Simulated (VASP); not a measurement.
Here is a VASP 6.6.1 calculation.

File POSCAR:

```
AgCl
1.0
    0.0000000000      2.9480481557      3.0808299508
    2.9480481557      0.0000000000      3.0808299508
    2.9480481557      2.9480481557      0.0000000000
Ag Cl
1 1
Direct
    0.0000000000      0.0000000000      0.0000000000
    0.2500000000      0.2500000000      0.2500000000
```

The input INCAR.step1:

```
PREC = Accurate ; ENCUT = 520
ISMEAR = 0 ; SIGMA = 0.01
LREAL = False ; LASPH = True
NELM = 80 ; NBANDS = 16
GGA = PE ; ALGO = Normal
EDIFF = 1E-4 ; LWAVE = True
LCHARG = False
```

The input INCAR.step2:

```
PREC = Accurate ; ENCUT = 520
EDIFF = 1E-6 ; ISMEAR = 0
SIGMA = 0.01 ; LREAL = False
LASPH = True ; NELM = 80
ALGO = Normal ; ISIF = 2
LWAVE = False ; LCHARG = False
METAGGA = R2SCAN ; LMIXTAU = True
NBANDS = 16 ; ISTART = 1
```

KPOINTS

```
regular mesh
0
Gamma
  8 8 8
```

Potentials or basis: VASP PAW PBE potentials, release 64 (Ag, Cl).

Command:

```bash
$ cat potpaw_PBE.64/Ag/POTCAR potpaw_PBE.64/Cl/POTCAR > POTCAR
$ cp INCAR.step1 INCAR
$ mpirun -np 1 vasp_std > vasp.out
$ cp INCAR.step2 INCAR
$ mpirun -np 1 vasp_std > vasp.out
```

Question: What does it give for the band gap on the k mesh?

Answer: 1.58 eV, direct.

Question: Predict the pressure.

Answer: 0.0 GPa.

Caveat: the cell differs from its parent crystal (epitaxial xy strain -1.5%); the PAW data sets were made with another functional, which shifts forces and pressure a little. A k mesh can miss the band edges.
